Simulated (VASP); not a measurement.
# ZrN (Fm-3m) in VASP: notebook, part 2 of 2

VASP 6.6.1.

**3. Single point, PBE**

This run uses another cell than the first one, of 11.92 Å³/atom.

Contents of INCAR:

```
SYSTEM = ZrN
PREC = Accurate
ENCUT = 600
EDIFF = 1E-6
ISMEAR = 1
SIGMA = 0.15
LREAL = .FALSE.
LASPH = .TRUE.
NELM = 120
ALGO = Normal
ISIF = 2
LWAVE = .FALSE.
LCHARG = .FALSE.
GGA = PE
NBANDS = 16
GGA_COMPAT = .FALSE.
```

Contents of KPOINTS:

```
Automatic mesh
0
G
  11 11 11
  0 0 0
```

Contents of POSCAR:

```
ZrN
1.0
    0.0000000000      2.2845632933      2.2845632933
    2.2845632933      0.0000000000      2.2845632933
    2.2845632933      2.2845632933      0.0000000000
Zr N
1 1
Direct
    0.5000000000      0.5000000000      0.5000000000
    0.0000000000      0.0000000000      0.0000000000
```

Potentials or basis: VASP PAW PBE potentials, release 64 (Zr_sv, N).

On the command line:

```console
> cat potpaw_PBE.64/Zr_sv/POTCAR potpaw_PBE.64/N/POTCAR > POTCAR
> mpirun -np 1 vasp_std > vasp.out
```

OUTCAR:

```text
SYSTEM = ZrN
   PREC = Accurate
   ENCUT = 600
   EDIFF = 1E-6
   ISMEAR = 1
   LREAL = .FALSE.
   LASPH = .TRUE.
   NELM = 120
   ISIF = 2
   GGA = PE

 ion  position               nearest neighbor table
   1  0.500  0.500  0.500-   2 2.28   2 2.28   2 2.28   2 2.28   2 2.28   2 2.28
   2  0.000  0.000  0.000-   1 2.28   1 2.28   1 2.28   1 2.28   1 2.28   1 2.28

  LATTYP: Found a face centered cubic cell.
 ALAT       =     4.5691265866

  Lattice vectors:

 A1 = (   0.0000000000,   2.2845632933,   2.2845632933)
 A2 = (   2.2845632933,   0.0000000000,   2.2845632933)
 A3 = (   2.2845632933,   2.2845632933,   0.0000000000)

Analysis of symmetry for initial positions (statically):
=====================================================================
 Subroutine PRICEL returns:
 Original cell was already a primitive cell.

 Routine SETGRP: Setting up the symmetry group for a
 face centered cubic supercell.

 Subroutine GETGRP returns: Found 48 space group operations
 (whereof 48 operations were pure point group operations)
 out of a pool of 48 trial point group operations.

The static configuration has the point symmetry O_h .

Analysis of symmetry for dynamics (positions and initial velocities):
=====================================================================
 Subroutine PRICEL returns:
 Original cell was already a primitive cell.

 Routine SETGRP: Setting up the symmetry group for a
 face centered cubic supercell.

 Subroutine GETGRP returns: Found 48 space group operations
 (whereof 48 operations were pure point group operations)
 out of a pool of 48 trial point group operations.

The dynamic configuration has the point symmetry O_h .

 Subroutine INISYM returns: Found 48 space group operations
 (whereof 48 operations are pure point group operations),
 and found     1 'primitive' translations

----------------------------------------------------------------------------------------

                                     Primitive cell

  volume of cell :      23.8473

  direct lattice vectors                    reciprocal lattice vectors
     0.000000000  2.284563293  2.284563293    -0.218860209  0.218860209  0.218860209
     2.284563293  0.000000000  2.284563293     0.218860209 -0.218860209  0.218860209
     2.284563293  2.284563293  0.000000000     0.218860209  0.218860209 -0.218860209

  length of vectors
     3.230860393  3.230860393  3.230860393     0.379077002  0.379077002  0.379077002

  position of ions in fractional coordinates (direct lattice)
     0.500000000  0.500000000  0.500000000
     0.000000000  0.000000000  0.000000000

  ion indices of the primitive-cell ions
   primitive index   ion index
                 1           1
                 2           2

----------------------------------------------------------------------------------------

 KPOINTS: Automatic mesh

Automatic generation of k-mesh.
 Grid dimensions read from file:
 generate k-points for:   11   11   11

 Generating k-lattice:

  Cartesian coordinates                     Fractional coordinates (reciprocal lattice)
    -0.019896383  0.019896383  0.019896383     0.090909091  0.000000000  0.000000000
     0.019896383 -0.019896383  0.019896383     0.000000000  0.090909091  0.000000000
     0.019896383  0.019896383 -0.019896383     0.000000000  0.000000000  0.090909091

  Length of vectors
     0.034461546  0.034461546  0.034461546

  Shift w.r.t. Gamma in fractional coordinates (k-lattice)
     0.000000000  0.000000000  0.000000000

 Subroutine IBZKPT returns following result:
 ===========================================

 Found     56 irreducible k-points:

 Following reciprocal coordinates:
            Coordinates               Weight
  0.000000  0.000000  0.000000      1.000000
  0.090909  0.000000  0.000000      8.000000
  0.181818  0.000000  0.000000      8.000000
  0.272727  0.000000  0.000000      8.000000
  0.363636  0.000000  0.000000      8.000000
  0.454545  0.000000  0.000000      8.000000
[... 16 lines left out ...]
 -0.272727  0.181818  0.000000     24.000000
 -0.181818  0.181818  0.000000     12.000000
 [... further k-points ...]
   k-points           NKPTS =     56   k-points in BZ     NKDIM =     56   number of bands    NBANDS=     16
   number of dos      NEDOS =    301   number of ions     NIONS =      2
   total plane-waves  NPLWV =  21952
   dimension x,y,z NGX =    28 NGY =   28 NGZ =   28
   dimension x,y,z NGXF=    56 NGYF=   56 NGZF=   56
   ions per type =               1   1
   NGX,Y,Z   is equivalent  to a cutoff of  14.41, 14.41, 14.41 a.u.
   NGXF,Y,Z  is equivalent  to a cutoff of  28.82, 28.82, 28.82 a.u.
 SYSTEM =  ZrN
   PREC   = accura    normal or accurate (medium, high low for compatibility)
   ISTART =      0    job   : 0-new  1-cont  2-samecut
   ICHARG =      2    charge: 1-file 2-atom 10-const
   ISPIN  =      1    spin polarized calculation?
   LNONCOLLINEAR =      F non collinear calculations
   LSORBIT =      F    spin-orbit coupling
   LASPH  =      T    aspherical Exc in radial PAW
   ENCUT  =  600.0 eV  44.10 Ry    6.64 a.u.   6.45  6.45  6.45*2*pi/ulx,y,z
   NELM   =    120;   NELMIN=  2; NELMDL= -5     # of ELM steps
   EDIFF  = 0.1E-05   stopping-criterion for ELM
   LREAL  =      F    real-space projection
[... 7 lines left out ...]
   TEBEG  =    0.0;   TEEND  =   0.0 temperature during run
   PSTRESS=    0.0 pullay stress
   NELECT =      17.0000    total number of electrons
   NUPDOWN=      -1.0000    fix difference up-down
   EMIN   =  10.00;   EMAX   =-10.00  energy-range for DOS
   EFERMI =   0.00;   METHOD = LEGACY
   ISMEAR =     1;   SIGMA  =   0.15  broadening in eV -4-tet -1-fermi 0-gaus
   EFERMI_NEDOS =   21; number of points for ismear=-14 and -15
   IALGO  =     38    algorithm
   IMIX   =      4    mixing-type and parameters
     AMIX     =   0.40;   BMIX     =  1.00
     AMIX_MAG =   1.60;   BMIX_MAG =  1.00
  volume/ion in A,a.u.               =      11.92        80.46
  Fermi-wavevector in a.u.,A,eV,Ry     =   1.462440  2.763610 29.099183  2.138730
  Thomas-Fermi vector in A             =   2.578653
   LORBIT       =      0    0 simple, 1 ext, 2 COOP (PROOUT), +10 PAW based schemes
   GGA     = PE    functional components
   LHFCALC =     F    Hartree Fock is set to
   AEXX    =    0.0000 exact exchange contribution
   IVDW    =     0    specifies the selected vdW correction
   LEPSILON=     F    determine dielectric tensor
   LRPA    =     F    only Hartree local field effects (RPA)
 non-spin polarized calculation
 Methfessel and Paxton  Order N= 1 SIGMA  =   0.15
  energy-cutoff  :      600.00
  volume of cell :       23.85
 maximum number of plane-waves:       821
 NGX is ok and might be reduce to    28
   NGX = 13   NGY = 13   NGZ = 13

 number of electron      17.0000000 magnetization

 Free energy of the ion-electron system (eV)
  ---------------------------------------------------
  ext. energy  EPLUGINS =         0.00000000
  ---------------------------------------------------
  free energy    TOTEN  =       -20.35994973 eV

  energy without entropy =      -20.35909919  energy(sigma->0) =      -20.35966622

 E-fermi :  12.0574     XC(G=0): -12.5582

 val. band max:       12.0239858274   @ k =  -0.0909   0.0909   0.0000
 cond. band min:      12.0658322392   @ k =  -0.0909   0.0909   0.0000
 fundamental gap:      0.0418464118
 Fermi energy:        12.0573532285

 k-point     1 :       0.0000    0.0000    0.0000
  band No.  band energies     occupation
      1     -37.4589      2.00000
      2     -15.0696      2.00000
      3     -15.0696      2.00000
      4     -15.0696      2.00000
      5      -4.2152      2.00000
      6       9.4313      2.00000
[... 8 lines left out ...]
     15      21.2970      0.00000
     16      34.7876      0.00000

 k-point     2 :       0.0909    0.0000    0.0000
  band No.  band energies     occupation
      1     -37.4473      2.00000
      2     -15.1765      2.00000
      3     -15.0775      2.00000
      4     -15.0775      2.00000
      5      -4.0443      2.00000
      6       8.7557      2.00000
[... 8 lines left out ...]
     15      21.8587      0.00000
     16      33.0175      0.00000
[... 387 lines left out ...]
      5      -2.6019      2.00000
      6       5.3824      2.00000
[... 8 lines left out ...]
     15      24.7650      0.00000
     16      25.1519      0.00000

 k-point    24 :      -0.1818    0.1818    0.0000
  band No.  band energies     occupation
      1     -37.3611      2.00000
      2     -15.7515      2.00000
      3     -15.3092      2.00000
      4     -15.1058      2.00000
      5      -2.9405      2.00000
      6       5.9569      2.00000
[... 8 lines left out ...]
     15      24.9504      0.00000
     16      26.1562      0.00000

 [... further k-points ...]

------------------------ aborting loop because EDIFF is reached ----------------------------------------

  FORCE on cell =-STRESS in cart. coord.  units (eV):
  Direction    XX          YY          ZZ          XY          YZ          ZX
  --------------------------------------------------------------------------------------
  -------------------------------------------------------------------------------------
  Total        0.6742374      0.6742374      0.6742374      0.0000000      0.0000000      0.0000000
  in kB       45.2984999     45.2984999     45.2984999      0.0000000      0.0000000      0.0000000
  external PRESSURE =      45.2984999 kB  Pullay stress =       0.0000000 kB

 VOLUME and BASIS-vectors are now :
 -----------------------------------------------------------------------------
  energy-cutoff  :      600.00
  volume of cell :       23.85
      direct lattice vectors                 reciprocal lattice vectors
     0.000000000  2.284563293  2.284563293    -0.218860209  0.218860209  0.218860209
     2.284563293  0.000000000  2.284563293     0.218860209 -0.218860209  0.218860209
     2.284563293  2.284563293  0.000000000     0.218860209  0.218860209 -0.218860209

 POSITION                                       TOTAL-FORCE (eV/Angst)
 -----------------------------------------------------------------------------------
      2.28456      2.28456      2.28456         0.000000      0.000000      0.000000
      0.00000      0.00000      0.00000        -0.000000     -0.000000     -0.000000
 -----------------------------------------------------------------------------------
    total drift:                                0.000000      0.000000      0.000000

  FREE ENERGIE OF THE ION-ELECTRON SYSTEM (eV)
  ---------------------------------------------------
  free  energy   TOTEN  =       -20.3599497342 eV

  energy  without entropy=      -20.3590991861  energy(sigma->0) =      -20.35966622
```

Run time: 66 s. Hardware: 1 thread of AMD EPYC 7R43 (Zen 3), shared host; peak memory 0.13 GiB.

What came out:

- Free energy: -20.3599 eV
- Pressure: 4.5 GPa
- Band gap on the k mesh: zero (an odd number of electrons rules out a gap without spin polarisation)

Caveat: the cell stands under pressure.
